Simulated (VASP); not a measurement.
Set up this calculation in VASP 6.6.1, as the native input.

| Property | Result |
| --- | --- |
| Task | single point |
| Functional | r2SCAN |
| Potentials or basis | VASP PAW PBE potentials, release 64 (Ge_d, Ga_d) |
| Cutoff | 520 eV |
| k mesh | 8 × 8 × 8 |
| Occupations | fermi-dirac, width 0.05 eV |
| Spin | no spin polarisation |
| Dipole correction | no |
| Further INCAR settings | ALGO = Normal; EDIFF = 1e-06; NBANDS = 20 |

GaGe:

```
Ge Ga
1.0
     0.00000    2.83869    2.83869
     2.83869    0.00000    2.83869
     2.83869    2.83869    0.00000
Ge Ga
1 1
Direct
  0.00000 0.00000 0.00000
  0.25000 0.25000 0.25000
```

One way to write it, as run:

POSCAR

```
GaGe
1.0
    0.0000000000      2.8386877276      2.8386877276
    2.8386877276      0.0000000000      2.8386877276
    2.8386877276      2.8386877276      0.0000000000
Ge Ga
1 1
Direct
    0.0000000000      0.0000000000      0.0000000000
    0.2500000000      0.2500000000      0.2500000000
```

INCAR.step1

```
  ALGO = Normal
  EDIFF = 1E-4
  ENCUT = 520
  GGA = PE
  ISMEAR = -1
  LASPH = True
  LCHARG = False
  LREAL = False
  LWAVE = True
  NBANDS = 20
  NELM = 80
  PREC = Accurate
  SIGMA = 0.05
```

INCAR.step2

```
  ALGO = Normal
  EDIFF = 1E-6
  ENCUT = 520
  ISIF = 2
  ISMEAR = -1
  ISTART = 1
  LASPH = True
  LCHARG = False
  LMIXTAU = True
  LREAL = False
  LWAVE = False
  METAGGA = R2SCAN
  NBANDS = 20
  NELM = 80
  PREC = Accurate
  SIGMA = 0.05
```

KPOINTS

```
k-points
0
Gamma
  8 8 8
```

Potentials or basis: VASP PAW PBE potentials, release 64 (Ge_d, Ga_d).

Command:

```bash
$ cat potpaw_PBE.64/Ge_d/POTCAR potpaw_PBE.64/Ga_d/POTCAR > POTCAR
$ cp INCAR.step1 INCAR
$ mpirun -np 1 vasp_std > vasp.out
$ cp INCAR.step2 INCAR
$ mpirun -np 1 vasp_std > vasp.out
```

Results of the run:

- Pressure: 1.2 GPa

Caveat: the PAW data sets were made with another functional, which shifts forces and pressure a little.

Wall time 51 s on 1 thread of Intel(R) Xeon(R) 6975P-C (Granite Rapids), on a shared host, peak memory 0.18 GiB.
